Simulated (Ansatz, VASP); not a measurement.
**One calculation of CaO, two programs**

POSCAR

```
CaO
1.0
    0.0000000000      2.6067317416      2.6067317416
    2.5006377597      0.0000000000      2.6067317416
    2.5006377597      2.6067317416      0.0000000000
Ca O
1 1
Direct
    0.0000000000      0.0000000000      0.0000000000
    0.2500000000      0.2500000000      0.2500000000
```

File INCAR.step1:

```
PREC = Accurate
ENCUT = 520
EDIFF = 1E-5
ISMEAR = 0
SIGMA = 0.01
LREAL = False
LASPH = True
NELM = 100
ALGO = Normal
ISIF = 2
LWAVE = True
LCHARG = False
GGA = PE
NBANDS = 15
```

Contents of INCAR.step2:

```
PREC = Accurate
ENCUT = 520
EDIFF = 1E-6
ISMEAR = 0
SIGMA = 0.01
LREAL = False
LASPH = True
NELM = 100
ALGO = Normal
ISIF = 2
LWAVE = False
LCHARG = False
GGA = PE
LHFCALC = True
HFSCREEN = 0.2079
PRECFOCK = Normal
ISTART = 1
NBANDS = 15
```

File KPOINTS:

```
regular mesh
0
Gamma
  6 6 6
```

Input for Ansatz:

```yaml
crystal:
  lattice:
    - [0.0, 2.6067317416, 2.6067317416]
    - [2.5006377597, 0.0, 2.6067317416]
    - [2.5006377597, 2.6067317416, 0.0]
  atoms:
    - { symbol: Ca, position: [0.0, 0.0, 0.0] }
    - { symbol: O, position: [0.25, 0.25, 0.25] }
kpoints:
  mp_grid: { grid: [6, 6, 6] }
  band_path:
    path:
      - [0.0, 0.0, 0.0]
      - [-0.5, -0.5, 0.0]
      - [-0.375, -0.375, 0.25]
      - [-0.375, 0.0, 0.375]
      - [0.0, 0.0, 0.5]
      - [-0.5, -0.25, 0.25]
    npoints: 1
hamiltonian:
  xc: hse06
scf:
  occupations: { method: fixed }
  n_extra_bands: 4
output:
  forces: true
  stress: true
  eigenvalues: true
```

Change from the starting cell: uniaxial_x strain -4.1%.

Alike in both runs: task single point; functional HSE06; k mesh 6 × 6 × 6; no spin polarisation.

```csv
,VASP,Ansatz
version,VASP 6.6.1,Ansatz 0.2.0
potentials or method,"VASP PAW PBE potentials, release 64 (Ca_sv, O)","plane waves, PAW"
plane-wave cutoff (eV),520,420
occupations,"gaussian, width 0.01 eV",fixed
valence electrons in the cell,16,16
```

```tsv
	VASP	Ansatz	Ansatz less VASP
gap on the k mesh at the Fermi level (eV)	4.84	4.86	+0.018
pressure (GPa)	4.3	3.7	-0.68
traceless stress, the component that is largest in VASP (GPa)	0.16	0.19	+0.036
```

Ansatz's warnings: stress exchange threshold loose, stress scf threshold loose.
